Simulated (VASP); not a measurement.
# GaSb (F-43m) in VASP: single point with PBEsol

Aim: the single point of GaSb with PBEsol.

Program: VASP 6.6.1. These are calculated values, not measurements. Logs are shortened: lines on timing, memory, paths and dates and some standing lists are left out, and cuts for length are marked.

## (1) The cell of the first run

It takes space group F-43m (No. 216, cubic). Conventional cell: a = 6.111 Å, b = 6.111 Å, c = 6.111 Å, α = 90.00°, β = 90.00°, γ = 90.00°. Ga (site symmetry -43m) has 4 Sb at 2.65 Å within 3.5 Å. Sb (site symmetry -43m) has 4 Ga at 2.65 Å within 3.5 Å.

## (2) Single point, PBEsol

INCAR reads:

```
ALGO = Normal ; EDIFF = 1E-6
ENCUT = 500 ; GGA = PS
GGA_COMPAT = F ; ISIF = 2
ISMEAR = 0 ; LASPH = T
LCHARG = F ; LREAL = F
LWAVE = F ; NBANDS = 16
NELM = 120 ; PREC = Accurate
SIGMA = 0.1
```

KPOINTS reads:

```
k-points
0
Gamma
  4 4 4
```

POSCAR reads:

```
GaSb
1.0
    0.0000000000      3.0556142714      3.0556142714
    3.0556142714      0.0000000000      3.0556142714
    3.0556142714      3.0556142714      0.0000000000
Ga Sb
1 1
Direct
    0.0000000000      0.0000000000      0.0000000000
    0.2500000000      0.2500000000      0.2500000000
```

Potentials or basis: VASP PAW PBE potentials, release 64 (Ga_d, Sb).

Started as:

```bash
cat potpaw_PBE.64/Ga_d/POTCAR potpaw_PBE.64/Sb/POTCAR > POTCAR
mpirun -np 1 vasp_std > vasp.out
```

OUTCAR:

```text
EDIFF = 1E-6
   ENCUT = 500
   GGA = PS
   ISIF = 2
   ISMEAR = 0
   LASPH = T
   LREAL = F
   NELM = 120
   PREC = Accurate

 ion  position               nearest neighbor table
   1  0.000  0.000  0.000-   2 2.65   2 2.65   2 2.65   2 2.65
   2  0.250  0.250  0.250-   1 2.65   1 2.65   1 2.65   1 2.65

  LATTYP: Found a face centered cubic cell.
 ALAT       =     6.1112285428

  Lattice vectors:

 A1 = (   0.0000000000,   3.0556142714,   3.0556142714)
 A2 = (   3.0556142714,   0.0000000000,   3.0556142714)
 A3 = (   3.0556142714,   3.0556142714,   0.0000000000)

Analysis of symmetry for initial positions (statically):
=====================================================================
 Subroutine PRICEL returns:
 Original cell was already a primitive cell.

 Routine SETGRP: Setting up the symmetry group for a
 face centered cubic supercell.

 Subroutine GETGRP returns: Found 24 space group operations
 (whereof 24 operations were pure point group operations)
 out of a pool of 48 trial point group operations.

The static configuration has the point symmetry T_d .

Analysis of symmetry for dynamics (positions and initial velocities):
=====================================================================
 Subroutine PRICEL returns:
 Original cell was already a primitive cell.

 Routine SETGRP: Setting up the symmetry group for a
 face centered cubic supercell.

 Subroutine GETGRP returns: Found 24 space group operations
 (whereof 24 operations were pure point group operations)
 out of a pool of 48 trial point group operations.

The dynamic configuration has the point symmetry T_d .

 Subroutine INISYM returns: Found 24 space group operations
 (whereof 24 operations are pure point group operations),
 and found     1 'primitive' translations

----------------------------------------------------------------------------------------

                                     Primitive cell

  volume of cell :      57.0592

  direct lattice vectors                    reciprocal lattice vectors
     0.000000000  3.055614271  3.055614271    -0.163633219  0.163633219  0.163633219
     3.055614271  0.000000000  3.055614271     0.163633219 -0.163633219  0.163633219
     3.055614271  3.055614271  0.000000000     0.163633219  0.163633219 -0.163633219

  length of vectors
     4.321291144  4.321291144  4.321291144     0.283421050  0.283421050  0.283421050

  position of ions in fractional coordinates (direct lattice)
     0.000000000  0.000000000  0.000000000
     0.250000000  0.250000000  0.250000000

  ion indices of the primitive-cell ions
   primitive index   ion index
                 1           1
                 2           2

----------------------------------------------------------------------------------------

 KPOINTS: k-points

Automatic generation of k-mesh.
 Grid dimensions read from file:
 generate k-points for:    4    4    4

 Generating k-lattice:

  Cartesian coordinates                     Fractional coordinates (reciprocal lattice)
    -0.040908305  0.040908305  0.040908305     0.250000000  0.000000000  0.000000000
     0.040908305 -0.040908305  0.040908305     0.000000000  0.250000000  0.000000000
     0.040908305  0.040908305 -0.040908305     0.000000000  0.000000000  0.250000000

  Length of vectors
     0.070855262  0.070855262  0.070855262

  Shift w.r.t. Gamma in fractional coordinates (k-lattice)
     0.000000000  0.000000000  0.000000000

 Subroutine IBZKPT returns following result:
 ===========================================

 Found      8 irreducible k-points:

 Following reciprocal coordinates:
            Coordinates               Weight
  0.000000  0.000000  0.000000      1.000000
  0.250000  0.000000  0.000000      8.000000
  0.500000  0.000000  0.000000      4.000000
  0.250000  0.250000  0.000000      6.000000
  0.500000  0.250000  0.000000     24.000000
 -0.250000  0.250000  0.000000     12.000000
  0.500000  0.500000  0.000000      3.000000
 -0.250000  0.500000  0.250000      6.000000
   k-points           NKPTS =      8   k-points in BZ     NKDIM =      8   number of bands    NBANDS=     16
   number of dos      NEDOS =    301   number of ions     NIONS =      2
   total plane-waves  NPLWV =  32768
   dimension x,y,z NGX =    32 NGY =   32 NGZ =   32
   dimension x,y,z NGXF=    64 NGYF=   64 NGZF=   64
   ions per type =               1   1
   NGX,Y,Z   is equivalent  to a cutoff of  12.31, 12.31, 12.31 a.u.
   NGXF,Y,Z  is equivalent  to a cutoff of  24.62, 24.62, 24.62 a.u.
 SYSTEM =  unknown system
   PREC   = accura    normal or accurate (medium, high low for compatibility)
   ISTART =      0    job   : 0-new  1-cont  2-samecut
   ICHARG =      2    charge: 1-file 2-atom 10-const
   ISPIN  =      1    spin polarized calculation?
   LNONCOLLINEAR =      F non collinear calculations
   LSORBIT =      F    spin-orbit coupling
   LASPH  =      T    aspherical Exc in radial PAW
   ENCUT  =  500.0 eV  36.75 Ry    6.06 a.u.   7.88  7.88  7.88*2*pi/ulx,y,z
   NELM   =    120;   NELMIN=  2; NELMDL= -5     # of ELM steps
   EDIFF  = 0.1E-05   stopping-criterion for ELM
   LREAL  =      F    real-space projection
   EDIFFG = 0.1E-04   stopping-criterion for IOM
   NSW    =      0    number of steps for IOM
   IBRION =     -1    ionic relax: 0-MD 1-quasi-New 2-CG
   NFREE  =      0    steps in history (QN), initial steepest desc. (CG)
   ISIF   =      2    stress and relaxation
   ISYM   =      2    0-nonsym 1-usesym 2-fastsym
   POTIM  = 0.5000    time-step for ionic-motion
   TEBEG  =    0.0;   TEEND  =   0.0 temperature during run
   PSTRESS=    0.0 pullay stress
   NELECT =      18.0000    total number of electrons
   NUPDOWN=      -1.0000    fix difference up-down
   EMIN   =  10.00;   EMAX   =-10.00  energy-range for DOS
   EFERMI =   0.00;   METHOD = LEGACY
   ISMEAR =     0;   SIGMA  =   0.10  broadening in eV -4-tet -1-fermi 0-gaus
   EFERMI_NEDOS =   21; number of points for ismear=-14 and -15
   IALGO  =     38    algorithm
   IMIX   =      4    mixing-type and parameters
     AMIX     =   0.40;   BMIX     =  1.00
     AMIX_MAG =   1.60;   BMIX_MAG =  1.00
  volume/ion in A,a.u.               =      28.53       192.53
  Fermi-wavevector in a.u.,A,eV,Ry     =   1.114441  2.105988 16.898151  1.241979
  Thomas-Fermi vector in A             =   2.251036
   LORBIT       =      0    0 simple, 1 ext, 2 COOP (PROOUT), +10 PAW based schemes
   GGA     = PS    functional components
   LHFCALC =     F    Hartree Fock is set to
   AEXX    =    0.0000 exact exchange contribution
   IVDW    =     0    specifies the selected vdW correction
   LEPSILON=     F    determine dielectric tensor
   LRPA    =     F    only Hartree local field effects (RPA)
 non-spin polarized calculation
 Gauss-broadening in eV      SIGMA  =   0.10
  energy-cutoff  :      500.00
  volume of cell :       57.06
 maximum number of plane-waves:      1459
   NGX = 15   NGY = 15   NGZ = 15

 number of electron      17.9999985 magnetization

 Free energy of the ion-electron system (eV)
  ---------------------------------------------------
  ext. energy  EPLUGINS =         0.00000000
  ---------------------------------------------------
  free energy    TOTEN  =        -7.95190484 eV

  energy without entropy =       -7.94909909  energy(sigma->0) =       -7.95050197

 E-fermi :   4.8570     XC(G=0):  -9.2554

 val. band max:        4.8155729067   @ k =   0.0000   0.0000   0.0000
 cond. band min:       5.1479908878   @ k =   0.5000   0.0000   0.0000
 fundamental gap:      0.3324179810
 Fermi energy:         4.8569690478

 k-point     1 :       0.0000    0.0000    0.0000
  band No.  band energies     occupation
      1     -10.2246      2.00000
      2     -10.2246      2.00000
      3     -10.2246      2.00000
      4     -10.1746      2.00000
      5     -10.1746      2.00000
      6      -6.7222      2.00000
      7       4.8071      1.51937
      8       4.8071      1.51937
      9       4.8071      1.51937
     10       4.8156      1.44174
     11       7.5396      0.00000
     12       7.5396      0.00000
     13       7.5396      0.00000
     14      10.4332      0.00000
     15      13.3930      0.00000
     16      13.3930      0.00000

 k-point     2 :       0.2500    0.0000    0.0000
  band No.  band energies     occupation
      1     -10.2389      2.00000
      2     -10.2186      2.00000
      3     -10.2186      2.00000
      4     -10.1750      2.00000
      5     -10.1750      2.00000
      6      -6.1012      2.00000
      7       0.7437      2.00000
      8       4.0940      2.00000
      9       4.0940      2.00000
     10       5.5604      0.00000
     11       8.4068      0.00000
     12       8.4068      0.00000
     13       9.9534      0.00000
     14      11.8465      0.00000
     15      12.3333      0.00000
     16      12.3333      0.00000

 k-point     3 :       0.5000    0.0000    0.0000
  band No.  band energies     occupation
      1     -10.2529      2.00000
      2     -10.2137      2.00000
      3     -10.2137      2.00000
      4     -10.1743      2.00000
      5     -10.1743      2.00000
      6      -5.0775      2.00000
      7      -1.6187      2.00000
      8       3.6379      2.00000
      9       3.6379      2.00000
     10       5.1480      0.00004
     11       8.5009      0.00000
     12       8.5009      0.00000
     13      11.1101      0.00000
     14      14.0813      0.00000
     15      14.6567      0.00000
     16      14.6567      0.00000

 k-point     4 :       0.2500    0.2500    0.0000
  band No.  band energies     occupation
      1     -10.2490      2.00000
      2     -10.2122      2.00000
      3     -10.2122      2.00000
      4     -10.1801      2.00000
      5     -10.1725      2.00000
      6      -5.8801      2.00000
      7       0.7222      2.00000
      8       3.1149      2.00000
      9       3.1149      2.00000
     10       5.9820      0.00000
     11       7.4561      0.00000
     12      10.2898      0.00000
     13      10.2898      0.00000
     14      11.2231      0.00000
     15      13.7728      0.00000
     16      14.1979      0.00000

 k-point     5 :       0.5000    0.2500    0.0000
  band No.  band energies     occupation
      1     -10.2601      2.00000
      2     -10.2081      2.00000
      3     -10.2061      2.00000
      4     -10.1805      2.00000
      5     -10.1728      2.00000
      6      -4.7736      2.00000
      7      -1.4029      2.00000
      8       1.6635      2.00000
      9       2.7878      2.00000
     10       6.3244      0.00000
     11       8.6979      0.00000
     12       9.9089      0.00000
     13      10.6003      0.00000
     14      13.7949      0.00000
     15      14.8431      0.00000
     16      15.1568      0.00000

 k-point     6 :      -0.2500    0.2500    0.0000
  band No.  band energies     occupation
      1     -10.2529      2.00000
      2     -10.2116      2.00000
      3     -10.2115      2.00000
      4     -10.1763      2.00000
      5     -10.1756      2.00000
      6      -5.2017      2.00000
      7      -0.7586      2.00000
      8       1.5488      2.00000
      9       3.5632      2.00000
     10       6.7498      0.00000
     11       9.3706      0.00000
     12       9.4534      0.00000
     13       9.7960      0.00000
     14      11.7994      0.00000
     15      13.3182      0.00000
     16      15.3228      0.00000

 k-point     7 :       0.5000    0.5000    0.0000
  band No.  band energies     occupation
      1     -10.2705      2.00000
      2     -10.1994      2.00000
      3     -10.1994      2.00000
      4     -10.1870      2.00000
      5     -10.1704      2.00000
      6      -4.2362      2.00000
      7      -2.0580      2.00000
      8       2.1975      2.00000
      9       2.1975      2.00000
     10       5.6275      0.00000
     11       5.9400      0.00000
     12      13.4806      0.00000
     13      13.4806      0.00000
     14      14.8191      0.00000
     15      15.5578      0.00000
     16      16.0823      0.00000

 k-point     8 :      -0.2500    0.5000    0.2500
  band No.  band energies     occupation
      1     -10.2636      2.00000
      2     -10.2076      2.00000
      3     -10.2012      2.00000
      4     -10.1808      2.00000
      5     -10.1742      2.00000
      6      -4.1895      2.00000
      7      -1.9229      2.00000
      8       1.4008      2.00000
      9       1.6188      2.00000
     10       8.4684      0.00000
     11       9.0414      0.00000
     12       9.1605      0.00000
     13       9.4709      0.00000
     14      14.7226      0.00000
     15      14.8187      0.00000
     16      16.1809      0.00000

------------------------ aborting loop because EDIFF is reached ----------------------------------------

  FORCE on cell =-STRESS in cart. coord.  units (eV):
  Direction    XX          YY          ZZ          XY          YZ          ZX
  --------------------------------------------------------------------------------------
  -------------------------------------------------------------------------------------
  Total        0.2511081      0.2511081      0.2511081     -0.0000000      0.0000000      0.0000000
  in kB        7.0509183      7.0509183      7.0509183     -0.0000000      0.0000000      0.0000000
  external PRESSURE =       7.0509183 kB  Pullay stress =       0.0000000 kB

 VOLUME and BASIS-vectors are now :
 -----------------------------------------------------------------------------
  energy-cutoff  :      500.00
  volume of cell :       57.06
      direct lattice vectors                 reciprocal lattice vectors
     0.000000000  3.055614271  3.055614271    -0.163633219  0.163633219  0.163633219
     3.055614271  0.000000000  3.055614271     0.163633219 -0.163633219  0.163633219
     3.055614271  3.055614271  0.000000000     0.163633219  0.163633219 -0.163633219

 POSITION                                       TOTAL-FORCE (eV/Angst)
 -----------------------------------------------------------------------------------
      0.00000      0.00000      0.00000        -0.000000      0.000000      0.000000
      1.52781      1.52781      1.52781         0.000000     -0.000000     -0.000000
 -----------------------------------------------------------------------------------
    total drift:                                0.000000      0.000000      0.000000

  FREE ENERGIE OF THE ION-ELECTRON SYSTEM (eV)
  ---------------------------------------------------
  free  energy   TOTEN  =        -7.9519048427 eV

  energy  without entropy=       -7.9490990913  energy(sigma->0) =       -7.95050197
```

It took 6.6 s on 1 thread of Intel Xeon Platinum 8488C (Sapphire Rapids), shared host; peak memory 0.17 GiB.

Results:

| Item | Value |
| --- | --- |
| Free energy | -7.9519 eV |
| Pressure | 0.7 GPa |

Caveat: the k points lie up to 0.45 Å⁻¹ apart; the PAW data sets were made with another functional, which shifts forces and pressure a little; spin-orbit coupling is left out, which moves the levels of the heavy elements.
